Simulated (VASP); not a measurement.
# WC (I4mm) in VASP: notebook

The runs below take WC through single point, with r2SCAN.

Program: VASP 6.6.1. These are calculated values, not measurements. Logs are shortened: lines on timing, memory, paths and dates and some standing lists are left out, and cuts for length are marked.

### Step 1. The cell of the first run

The structure is tetragonal, space group I4mm (No. 107). The conventional cell has a = 3.101 Å, b = 3.101 Å, c = 4.385 Å, α = 90.00°, β = 90.00°, γ = 90.00°. W (site symmetry 4mm) has 6 C at 2.13 to 2.26 Å within 2.8 Å. C (site symmetry 4mm) has 6 W at 2.13 to 2.26 Å within 2.8 Å.

### Step 2. Single point, r2SCAN

File POSCAR:

```
WC
1.0
    0.0000000000      2.1926840000      2.1926840000
    2.1926840000      0.0000000000      2.1926840000
    2.1926840000      2.1926840000      0.0000000000
W C
1 1
Direct
   -0.0142519396     -0.0142519396      0.0142519396
    0.5000000000      0.5000000000      0.5000000000
```

File INCAR.step1:

```
SYSTEM = WC
ALGO     = Normal         ! electronic algorithm
EDIFF    = 1E-4           ! SCF threshold, eV
ENCUT    = 520            ! plane-wave cutoff, eV
GGA      = PE             ! functional
ISMEAR   = 0              ! smearing method
LASPH    = .TRUE.         ! aspherical terms in the spheres
LCHARG   = .FALSE.        ! write CHGCAR
LREAL    = .FALSE.        ! projectors in reciprocal space
LWAVE    = .TRUE.         ! write WAVECAR
NBANDS   = 16             ! bands
NELM     = 80             ! most SCF steps
PREC     = Accurate       ! precision mode
SIGMA    = 0.15           ! smearing width, eV
```

File INCAR.step2:

```
SYSTEM = WC
ALGO     = Normal         ! electronic algorithm
EDIFF    = 1E-7           ! SCF threshold, eV
ENCUT    = 520            ! plane-wave cutoff, eV
ISIF     = 2              ! what is computed and relaxed
ISMEAR   = 0              ! smearing method
ISTART   = 1            
LASPH    = .TRUE.         ! aspherical terms in the spheres
LCHARG   = .FALSE.        ! write CHGCAR
LMIXTAU  = .TRUE.       
LREAL    = .FALSE.        ! projectors in reciprocal space
LWAVE    = .FALSE.        ! write WAVECAR
METAGGA  = R2SCAN         ! meta-GGA
NBANDS   = 16             ! bands
NELM     = 80             ! most SCF steps
PREC     = Accurate       ! precision mode
SIGMA    = 0.15           ! smearing width, eV
```

File KPOINTS:

```
k-points
0
G
  18 18 18
  0 0 0
```

Potentials or basis: VASP PAW PBE potentials, release 64 (W_sv, C).

Started as:

```bash
> cat potpaw_PBE.64/W_sv/POTCAR potpaw_PBE.64/C/POTCAR > POTCAR
> cp INCAR.step1 INCAR
> mpirun -np 1 vasp_std > vasp.out
> cp INCAR.step2 INCAR
> mpirun -np 1 vasp_std > vasp.out
```

OUTCAR:

```text
SYSTEM = WC
   EDIFF = 1E-7
   ENCUT = 520
   ISIF = 2
   ISMEAR = 0
   ISTART = 1
   LASPH = .TRUE.
   LREAL = .FALSE.
   METAGGA = R2SCAN
   NELM = 80
   PREC = Accurate

 ion  position               nearest neighbor table
   1  0.986  0.986  0.014-   2 2.13   2 2.19   2 2.19   2 2.19   2 2.19   2 2.26
   2  0.500  0.500  0.500-   1 2.13   1 2.19   1 2.19   1 2.19   1 2.19   1 2.26

  LATTYP: Found a face centered cubic cell.
 ALAT       =     4.3853680000

  Lattice vectors:

 A1 = (   0.0000000000,   2.1926840000,   2.1926840000)
 A2 = (   2.1926840000,   0.0000000000,   2.1926840000)
 A3 = (   2.1926840000,   2.1926840000,   0.0000000000)

Analysis of symmetry for initial positions (statically):
=====================================================================
 Subroutine PRICEL returns:
 Original cell was already a primitive cell.

 Routine SETGRP: Setting up the symmetry group for a
 face centered cubic supercell.

 Subroutine GETGRP returns: Found  8 space group operations
 (whereof  8 operations were pure point group operations)
 out of a pool of 48 trial point group operations.

The static configuration has the point symmetry C_4v.

Analysis of symmetry for dynamics (positions and initial velocities):
=====================================================================
 Subroutine PRICEL returns:
 Original cell was already a primitive cell.

 Routine SETGRP: Setting up the symmetry group for a
 face centered cubic supercell.

 Subroutine GETGRP returns: Found  8 space group operations
 (whereof  8 operations were pure point group operations)
 out of a pool of 48 trial point group operations.

The dynamic configuration has the point symmetry C_4v.

 Subroutine INISYM returns: Found  8 space group operations
 (whereof  8 operations are pure point group operations),
 and found     1 'primitive' translations

----------------------------------------------------------------------------------------

                                     Primitive cell

  volume of cell :      21.0842

  direct lattice vectors                    reciprocal lattice vectors
     0.000000000  2.192684000  2.192684000    -0.228031034  0.228031034  0.228031034
     2.192684000  0.000000000  2.192684000     0.228031034 -0.228031034  0.228031034
     2.192684000  2.192684000  0.000000000     0.228031034  0.228031034 -0.228031034

  length of vectors
     3.100923451  3.100923451  3.100923451     0.394961337  0.394961337  0.394961337

  position of ions in fractional coordinates (direct lattice)
     0.985748060  0.985748060  0.014251940
     0.500000000  0.500000000  0.500000000

  ion indices of the primitive-cell ions
   primitive index   ion index
                 1           1
                 2           2

----------------------------------------------------------------------------------------

 KPOINTS: k-points

Automatic generation of k-mesh.
 Grid dimensions read from file:
 generate k-points for:   18   18   18

 Generating k-lattice:

  Cartesian coordinates                     Fractional coordinates (reciprocal lattice)
    -0.012668391  0.012668391  0.012668391     0.055555556  0.000000000  0.000000000
     0.012668391 -0.012668391  0.012668391     0.000000000  0.055555556  0.000000000
     0.012668391  0.012668391 -0.012668391     0.000000000  0.000000000  0.055555556

  Length of vectors
     0.021942296  0.021942296  0.021942296

  Shift w.r.t. Gamma in fractional coordinates (k-lattice)
     0.000000000  0.000000000  0.000000000

 Subroutine IBZKPT returns following result:
 ===========================================

 Found    480 irreducible k-points:

 Following reciprocal coordinates:
            Coordinates               Weight
  0.000000  0.000000  0.000000      1.000000
  0.055556  0.000000  0.000000      8.000000
  0.111111  0.000000  0.000000      8.000000
  0.166667  0.000000  0.000000      8.000000
  0.222222  0.000000  0.000000      8.000000
  0.277778  0.000000  0.000000      8.000000
[... 16 lines left out ...]
  0.388889  0.055556  0.000000      8.000000
  0.000000  0.388889  0.055556     16.000000
 [... further k-points ...]
   k-points           NKPTS =    480   k-points in BZ     NKDIM =    480   number of bands    NBANDS=     16
   number of dos      NEDOS =    301   number of ions     NIONS =      2
   total plane-waves  NPLWV =  13824
   dimension x,y,z NGX =    24 NGY =   24 NGZ =   24
   dimension x,y,z NGXF=    48 NGYF=   48 NGZF=   48
   ions per type =               1   1
   NGX,Y,Z   is equivalent  to a cutoff of  12.87, 12.87, 12.87 a.u.
   NGXF,Y,Z  is equivalent  to a cutoff of  25.73, 25.73, 25.73 a.u.
 SYSTEM =  WC
   PREC   = accura    normal or accurate (medium, high low for compatibility)
   ISTART =      1    job   : 0-new  1-cont  2-samecut
   ICHARG =      0    charge: 1-file 2-atom 10-const
   ISPIN  =      1    spin polarized calculation?
   LNONCOLLINEAR =      F non collinear calculations
[... 55 lines left out ...]
 cond. band min:      12.3996616382   @ k =   0.0000  -0.2778   0.2778
 fundamental gap:      0.0117154761
 Fermi energy:        12.3893959822

 k-point     1 :       0.0000    0.0000    0.0000
  band No.  band energies     occupation
      1     -65.0520      2.00000
      2     -28.3913      2.00000
      3     -28.3874      2.00000
      4     -28.3874      2.00000
      5      -4.3032      2.00000
      6       9.4424      2.00000
[... 8 lines left out ...]
     15      22.9808      0.00000
     16      36.1889      0.00000

 k-point     2 :       0.0556    0.0000    0.0000
  band No.  band energies     occupation
      1     -65.0508      2.00000
      2     -28.4087      2.00000
      3     -28.3918      2.00000
      4     -28.3895      2.00000
      5      -4.2136      2.00000
      6       9.0680      2.00000
[... 8 lines left out ...]
     15      23.1873      0.00000
     16      35.2236      0.00000

 k-point     3 :       0.1111    0.0000    0.0000
  band No.  band energies     occupation
      1     -65.0472      2.00000
      2     -28.4649      2.00000
      3     -28.3979      2.00000
      4     -28.3954      2.00000
      5      -3.9497      2.00000
      6       8.2717      2.00000
[... 8 lines left out ...]
     15      23.7619      0.00000
     16      33.4186      0.00000

 k-point     4 :       0.1667    0.0000    0.0000
  band No.  band energies     occupation
      1     -65.0417      2.00000
      2     -28.5503      2.00000
      3     -28.4070      2.00000
      4     -28.4045      2.00000
      5      -3.5258      2.00000
      6       7.3338      2.00000
[... 8 lines left out ...]
     15      24.5447      0.00000
     16      31.7197      0.00000

 k-point     5 :       0.2222    0.0000    0.0000
  band No.  band energies     occupation
      1     -65.0349      2.00000
      2     -28.6535      2.00000
      3     -28.4181      2.00000
      4     -28.4156      2.00000
      5      -2.9642      2.00000
      6       6.3421      2.00000
[... 8 lines left out ...]
     15      25.2128      0.00000
     16      30.7027      0.00000

 k-point     6 :       0.2778    0.0000    0.0000
  band No.  band energies     occupation
      1     -65.0277      2.00000
      2     -28.7616      2.00000
      3     -28.4299      2.00000
      4     -28.4274      2.00000
      5      -2.2936      2.00000
      6       5.3381      2.00000
[... 8 lines left out ...]
     15      25.5793      0.00000
     16      29.2331      0.00000
[... 267 lines left out ...]
 k-point    21 :       0.3333    0.0556    0.0000
  band No.  band energies     occupation
      1     -65.0223      2.00000
      2     -28.8282      2.00000
      3     -28.4487      2.00000
      4     -28.4387      2.00000
      5      -1.7719      2.00000
      6       4.6137      2.00000
[... 8 lines left out ...]
     15      25.8848      0.00000
     16      27.7765      0.00000

 k-point    22 :       0.0000    0.3333    0.0556
  band No.  band energies     occupation
      1     -65.0223      2.00000
      2     -28.8277      2.00000
      3     -28.4507      2.00000
      4     -28.4372      2.00000
      5      -1.7731      2.00000
      6       4.6134      2.00000
[... 8 lines left out ...]
     15      25.8789      0.00000
     16      27.7969      0.00000

 k-point    23 :       0.3889    0.0556    0.0000
  band No.  band energies     occupation
      1     -65.0164      2.00000
      2     -28.9139      2.00000
      3     -28.4564      2.00000
      4     -28.4513      2.00000
      5      -1.0229      2.00000
      6       3.7157      2.00000
[... 8 lines left out ...]
     15      26.2996      0.00000
     16      26.4909      0.00000

 k-point    24 :       0.0000    0.3889    0.0556
  band No.  band energies     occupation
      1     -65.0164      2.00000
      2     -28.9136      2.00000
      3     -28.4584      2.00000
      4     -28.4495      2.00000
      5      -1.0240      2.00000
      6       3.7158      2.00000
[... 8 lines left out ...]
     15      26.2639      0.00000
     16      26.4903      0.00000

 [... further k-points ...]

------------------------ aborting loop because EDIFF is reached ----------------------------------------

  FORCE on cell =-STRESS in cart. coord.  units (eV):
  Direction    XX          YY          ZZ          XY          YZ          ZX
  --------------------------------------------------------------------------------------
  -------------------------------------------------------------------------------------
  Total       -0.4922423     -0.4922423     -0.2104413      0.0000000      0.0000000      0.0000000
  in kB      -37.4051456    -37.4051456    -15.9912906      0.0000000      0.0000000      0.0000000
  external PRESSURE =     -30.2671939 kB  Pullay stress =       0.0000000 kB

 VOLUME and BASIS-vectors are now :
 -----------------------------------------------------------------------------
  energy-cutoff  :      520.00
  volume of cell :       21.08
      direct lattice vectors                 reciprocal lattice vectors
     0.000000000  2.192684000  2.192684000    -0.228031034  0.228031034  0.228031034
     2.192684000  0.000000000  2.192684000     0.228031034 -0.228031034  0.228031034
     2.192684000  2.192684000  0.000000000     0.228031034  0.228031034 -0.228031034

 POSITION                                       TOTAL-FORCE (eV/Angst)
 -----------------------------------------------------------------------------------
      2.19268      2.19268      4.32287         0.000000      0.000000      0.352666
      2.19268      2.19268      2.19268         0.000000      0.000000     -0.352666
 -----------------------------------------------------------------------------------
    total drift:                                0.000000      0.000000      0.000215

  FREE ENERGIE OF THE ION-ELECTRON SYSTEM (eV)
  ---------------------------------------------------
  free  energy   TOTEN  =       -60.6190336127 eV

  energy  without entropy=      -60.6106517925  energy(sigma->0) =      -60.61484270
```

Run time: 16 min. Hardware: 1 thread of AMD EPYC 7R13, shared host; peak memory 0.25 GiB.

Results:

```yaml
Free_energy: -60.6190 eV
Pressure: -3.0 GPa
Largest_force: 0.353 eV/Å
Band_gap_on_the_k_mesh: zero (bands 9 and 10 overlap by 3.23 eV)
```

Forces in eV/Å, atoms in the order of the input:
```
W    0.000  0.000  0.353
C    0.000  0.000 -0.353
```

Levels at points of the mesh, in eV from the Fermi level:
| k point | band 7 | band 8 | band 9 | band 10 | band 11 | band 12 |
| --- | --- | --- | --- | --- | --- | --- |
| (0.00, 0.00, 0.00) | -2.95 | -2.82 | -1.76 | -1.01 | -1.01 | -1.00 |
| (0.50, 0.00, 0.00) | -6.92 | -6.91 | 1.10 | 1.11 | 2.51 | 5.32 |
| (0.50, 0.50, 0.00) | -5.87 | -2.69 | -2.69 | 0.88 | 2.35 | 2.35 |
| (0.00, 0.50, 0.50) | -5.89 | -2.73 | -2.60 | 0.93 | 2.35 | 2.36 |

Caveat: the cell differs from its parent crystal (all W atoms moved +0.062 Å, as atom 1 towards its neighbour atom 2 (C) at 2.193 Å); the cell stands under tension; the PAW data sets were made with another functional, which shifts forces and pressure a little; spin-orbit coupling is left out, which moves the levels of the heavy elements.

### Step 3. Single point, r2SCAN

Changes to POSCAR since step 2:

```diff
@@ -8,3 +8,3 @@
 Direct
-   -0.0142519396     -0.0142519396      0.0142519396
+   -0.0085511638     -0.0085511638      0.0085511638
     0.5000000000      0.5000000000      0.5000000000
```

File INCAR.step1:

```
SYSTEM = WC
PREC = Accurate
ENCUT = 520
ISMEAR = 0
SIGMA = 0.15
LREAL = .False.
LASPH = .True.
NELM = 80
NBANDS = 16
GGA = PE
ALGO = Normal
EDIFF = 1E-4
LWAVE = .True.
LCHARG = .False.
```

File INCAR.step2:

```
SYSTEM = WC
PREC = Accurate
ENCUT = 520
EDIFF = 1E-6
ISMEAR = 0
SIGMA = 0.15
LREAL = .False.
LASPH = .True.
NELM = 80
ALGO = Normal
ISIF = 2
LWAVE = .False.
LCHARG = .False.
METAGGA = R2SCAN
LMIXTAU = .True.
NBANDS = 16
ISTART = 1
```

File KPOINTS:

```
regular mesh
0
Gamma
  18 18 18
  0 0 0
```

Potentials or basis: VASP PAW PBE potentials, release 64 (W_sv, C).

Started as:

```bash
> cat potpaw_PBE.64/W_sv/POTCAR potpaw_PBE.64/C/POTCAR > POTCAR
> cp INCAR.step1 INCAR
> mpirun -np 1 vasp_std > vasp.out
> cp INCAR.step2 INCAR
> mpirun -np 1 vasp_std > vasp.out
```

Run time: 15 min. Hardware: 1 thread of AMD EPYC 7R13, shared host; peak memory 0.25 GiB.

Results (log left out):

```
Free energy            : -60.6259 eV
Pressure               : -3.4 GPa
Largest force          : 0.200 eV/Å
Band gap on the k mesh : zero (bands 9 and 10 overlap by 3.27 eV)
```

Forces on the atoms (eV/Å):
```
W    0.000  0.000  0.200
C    0.000  0.000 -0.200
```

Stress tensor (GPa, compression positive):
```
-3.69  0.00  0.00
 0.00 -3.69  0.00
 0.00  0.00 -2.91
```

Levels at points of the mesh, in eV from the Fermi level:
| k point | band 5 | band 6 | band 7 | band 8 | band 9 | band 10 | band 11 | band 12 | band 13 | band 14 |
| --- | --- | --- | --- | --- | --- | --- | --- | --- | --- | --- |
| (0.00, 0.00, 0.00) | -16.70 | -2.88 | -2.88 | -2.83 | -1.50 | -1.10 | -1.10 | -1.01 | -0.65 | 7.03 |
| (0.50, 0.00, 0.00) | -12.06 | -10.18 | -6.92 | -6.92 | 1.10 | 1.10 | 2.50 | 5.35 | 9.15 | 9.20 |
| (0.50, 0.50, 0.00) | -14.49 | -5.89 | -5.88 | -2.69 | -2.69 | 0.86 | 2.35 | 2.35 | 5.68 | 7.69 |
| (0.00, 0.50, 0.50) | -14.49 | -5.90 | -5.90 | -2.71 | -2.66 | 0.88 | 2.35 | 2.35 | 5.72 | 7.67 |

Caveat: the cell differs from its parent crystal (all W atoms moved +0.037 Å, as atom 1 towards its neighbour atom 2 (C) at 2.193 Å); the cell stands under tension; the PAW data sets were made with another functional, which shifts forces and pressure a little; spin-orbit coupling is left out, which moves the levels of the heavy elements.

### Step 4. Single point, r2SCAN

Changes to POSCAR since step 3:

```diff
@@ -8,3 +8,3 @@
 Direct
-   -0.0085511638     -0.0085511638      0.0085511638
+   -0.0028503879     -0.0028503879      0.0028503879
     0.5000000000      0.5000000000      0.5000000000
```

File INCAR.step1:

```
SYSTEM = WC
  PREC = Accurate
  ENCUT = 520
  ISMEAR = 0
  SIGMA = 0.15
  LREAL = .False.
  LASPH = .True.
  NELM = 100
  NBANDS = 16
  GGA = PE
  ALGO = Normal
  EDIFF = 1E-4
  LWAVE = .True.
  LCHARG = .False.
```

File INCAR.step2:

```
SYSTEM = WC
  PREC = Accurate
  ENCUT = 520
  EDIFF = 1E-7
  ISMEAR = 0
  SIGMA = 0.15
  LREAL = .False.
  LASPH = .True.
  NELM = 100
  ALGO = Normal
  ISIF = 2
  LWAVE = .False.
  LCHARG = .False.
  METAGGA = R2SCAN
  LMIXTAU = .True.
  NBANDS = 16
  ISTART = 1
```

File KPOINTS:

```
Automatic mesh
0
Gamma
  18 18 18
  0 0 0
```

Started as:

```bash
> cat potpaw_PBE.64/W_sv/POTCAR potpaw_PBE.64/C/POTCAR > POTCAR
> cp INCAR.step1 INCAR
> mpirun -np 1 vasp_std > vasp.out
> cp INCAR.step2 INCAR
> mpirun -np 1 vasp_std > vasp.out
```

Run time: 16 min. Hardware: 1 thread of AMD EPYC 7R13, shared host; peak memory 0.25 GiB.

The run converged. Its results:

- Free energy: -60.6292 eV
- Pressure: -3.6 GPa
- Largest force: 0.065 eV/Å
- Band gap on the k mesh: zero (bands 9 and 10 overlap by 3.29 eV)

Forces on the atoms (eV/Å):
```
W    0.000  0.000  0.065
C    0.000  0.000 -0.065
```

Stress tensor (GPa, compression positive):
```
-3.66  0.00  0.00
 0.00 -3.66  0.00
 0.00  0.00 -3.58
```

Levels at points of the mesh, in eV from the Fermi level:
```csv
k point,band 7,band 8,band 9,band 10,band 11,band 12
"(0.00, 0.00, 0.00)",-2.84,-2.83,-1.24,-1.15,-1.15,-1.02
"(0.50, 0.00, 0.00)",-6.93,-6.93,1.10,1.10,2.50,5.36
"(0.50, 0.50, 0.00)",-5.88,-2.70,-2.70,0.86,2.35,2.35
"(0.00, 0.50, 0.50)",-5.88,-2.70,-2.69,0.86,2.35,2.35
```

Caveat: the cell differs from its parent crystal (all W atoms moved +0.013 Å, as atom 1 towards its neighbour atom 2 (C) at 2.193 Å); the cell stands under tension; the PAW data sets were made with another functional, which shifts forces and pressure a little; spin-orbit coupling is left out, which moves the levels of the heavy elements.

### Step 5. The runs side by side

| cell | gap on the mesh (eV) | pressure (GPa) | largest force (eV/Å) |
| --- | --- | --- | --- |
| as given, atomic positions A | none | -3.0 | 0.35 |
| as given, atomic positions B | none | -3.4 | 0.20 |
| as given, atomic positions C | none | -3.6 | 0.07 |

Alike in all rows: task single point; level r2SCAN; potentials or basis VASP PAW PBE potentials, release 64 (W_sv, C); no spin polarisation; k mesh 18 × 18 × 18; cutoff (eV) 520; smearing gaussian 0.15 eV.

Caveats: the cell stands under tension; the PAW data sets were made with another functional, which shifts forces and pressure a little; spin-orbit coupling is left out, which moves the levels of the heavy elements.

Total energies depend on the potentials used, so only differences within one code and one set of settings carry meaning.
